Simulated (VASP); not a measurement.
Input of a VASP 6.6.1 run:

File POSCAR:

```
TiO2
1.0
    4.6428220289      0.0000000000      0.0000000000
    0.0000000000      4.6428220289      0.0000000000
    0.0000000000      0.0000000000      2.9356721096
Ti O
2 4
Direct
    0.0000000000      0.0000000000      0.0000000000
    0.5000000000      0.5000000000      0.5000000000
    0.3051633568      0.3051633568      0.0000000000
    0.1948366432      0.8051633568      0.5000000000
    0.8051633568      0.1948366432      0.5000000000
    0.6948366432      0.6948366432      0.0000000000
```

Contents of INCAR.step1:

```
SYSTEM = TiO2
PREC     = Accurate       ! precision mode
ENCUT    = 520            ! plane-wave cutoff, eV
EDIFF    = 1E-5           ! SCF threshold, eV
ISMEAR   = 0              ! smearing method
SIGMA    = 0.01           ! smearing width, eV
LREAL    = .False.        ! projectors in reciprocal space
LASPH    = .True.         ! aspherical terms in the spheres
NELM     = 100            ! most SCF steps
ALGO     = Normal         ! electronic algorithm
ISIF     = 2              ! what is computed and relaxed
LWAVE    = .True.         ! write WAVECAR
LCHARG   = .False.        ! write CHGCAR
GGA      = PE             ! functional
NBANDS   = 33             ! bands
KPAR     = 4
```

Contents of INCAR.step2:

```
SYSTEM = TiO2
PREC     = Accurate       ! precision mode
ENCUT    = 520            ! plane-wave cutoff, eV
EDIFF    = 1E-6           ! SCF threshold, eV
ISMEAR   = 0              ! smearing method
SIGMA    = 0.01           ! smearing width, eV
LREAL    = .False.        ! projectors in reciprocal space
LASPH    = .True.         ! aspherical terms in the spheres
NELM     = 100            ! most SCF steps
ALGO     = Normal         ! electronic algorithm
ISIF     = 2              ! what is computed and relaxed
LWAVE    = .False.        ! write WAVECAR
LCHARG   = .False.        ! write CHGCAR
GGA      = PE             ! functional
LHFCALC  = .True.         ! exact exchange
HFSCREEN = 0.2079         ! screening, 1/A
PRECFOCK = Fast         
ISTART   = 1            
NBANDS   = 33             ! bands
KPAR     = 4
```

File KPOINTS:

```
Automatic mesh
0
Gamma
  4 4 6
  0 0 0
```

Potentials or basis: VASP PAW PBE potentials, release 64 (Ti_sv, O).

Launch:

```sh
$ cat potpaw_PBE.64/Ti_sv/POTCAR potpaw_PBE.64/O/POTCAR > POTCAR
$ cp INCAR.step1 INCAR
$ mpirun -np 4 vasp_std > vasp.out
$ cp INCAR.step2 INCAR
$ mpirun -np 4 vasp_std > vasp.out
```

**Question.** What does it give for the band gap on the k mesh?

**Answer.** 3.35 eV.

**Question.** Estimate the largest force.

**Answer.** 0.128 eV/Å.

**Question.** Estimate the pressure.

**Answer.** -4.6 GPa.

Forces in eV/Å, atoms in the order of the input:
```
Ti   0.000  0.000  0.000
Ti   0.000  0.000  0.000
O    0.091  0.091  0.000
O   -0.091  0.091  0.000
O    0.091 -0.091  0.000
O   -0.091 -0.091  0.000
```

Caveat: the cell differs from its parent crystal (epitaxial xy strain +1.0%); the cell stands under tension; the structure was generated, so it needn't be the stable form of TiO2; the PAW data sets were made with another functional, which shifts forces and pressure a little. A k mesh can miss the band edges.
